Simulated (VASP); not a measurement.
Runs of VASP 6.6.1 on Ca. The structure is that of space group P6_3/mmc (No. 194), or close to it. The cells are those of the table. This isn't the form of Ca at room conditions, which is fcc.

```tsv
task	cell	cutoff (eV)	gap on the mesh (eV)	pressure (GPa)
single point	a = 3.762, b = 3.762, c = 6.243 Å, angles 90.0, 90.0, 120.0°, 2 atoms	520	none	(a)
relaxation of shape and atoms at fixed volume	relaxed from a = 3.137, b = 3.137, c = 5.206 Å, angles 90.0, 90.0, 120.0°, 2 atoms	600	none	22.6
relaxation of shape and atoms at fixed volume	relaxed from a = 2.840, b = 2.840, c = 4.712 Å, angles 90.0, 90.0, 120.0°, 2 atoms	600	none	47.6
relaxation of shape and atoms at fixed volume	relaxed from a = 2.986, b = 2.986, c = 4.955 Å, angles 90.0, 90.0, 120.0°, 2 atoms	600	none	34.2
single point	a = 3.605, b = 3.605, c = 5.982 Å, angles 90.0, 90.0, 120.0°, 2 atoms	520	none	3.0
```

Alike in all rows: level LDA; potentials or basis VASP PAW LDA potentials, release 64 (Ca_sv); no spin polarisation; k mesh 12 × 12 × 6; smearing fermi-dirac 0.05 eV.

**Question.** Estimate the missing entries.

**Answer.** (a) 0.0.

Caveats: the cell stands under pressure (at least some runs).

A gap of «none» marks levels without a gap at the run's occupations.
